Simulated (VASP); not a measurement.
## P: single point with PBEsol

The system is P.

```
CELL_PARAMETERS angstrom
1.69050 0.97601 3.06579
-1.69050 0.97601 3.06579
0.00000 -1.95202 3.06579
ATOMIC_POSITIONS crystal
P 0.22708 0.22708 0.22708
P 0.77292 0.77292 0.77292
```

- Program: VASP 6.6.1
- Task: single point
- Functional: PBEsol
- Potentials or basis: VASP PAW PBE potentials, release 64 (P)
- Cutoff: 520 eV
- k mesh: 8 × 8 × 8
- Occupations: fermi-dirac, width 0.1 eV
- Spin: no spin polarisation

| Quantity | Value |
| --- | --- |
| Pressure | 3.9 GPa |
| Largest force | 0.638 eV/Å |
| Band gap on the k mesh | zero (band 5 reaches 10.05 eV, above the bottom of band 6 at 9.44 eV) |

Forces on the atoms (eV/Å):
```
P    0.000  0.000  0.638
P    0.000  0.000 -0.638
```

Stress tensor (GPa, compression positive):
```
4.89 0.00 0.00
0.00 4.89 0.00
0.00 0.00 1.86
```

Levels at points of the mesh, in eV from the Fermi level:
```csv
k point,band 2,band 3,band 4,band 5,band 6,band 7,band 8,band 9
"(0.00, 0.00, 0.00)",-3.32,-3.17,-2.98,-2.98,1.38,2.67,2.67,5.80
"(0.50, 0.00, 0.00)",-12.33,-4.04,-3.57,-0.82,-0.15,0.23,0.45,8.80
"(0.50, 0.50, 0.00)",-10.42,-7.00,-5.75,-5.71,-0.33,6.60,7.95,8.99
"(0.50, 0.50, 0.50)",-11.38,-2.94,-2.94,-0.22,-0.22,0.40,2.59,8.83
```

It took 19 s on 1 thread of AMD EPYC 7R13 Processor (Zen 3), with other jobs on the host, peak memory 0.12 GiB.

Caveat: the PAW data sets were made with another functional, which shifts forces and pressure a little.
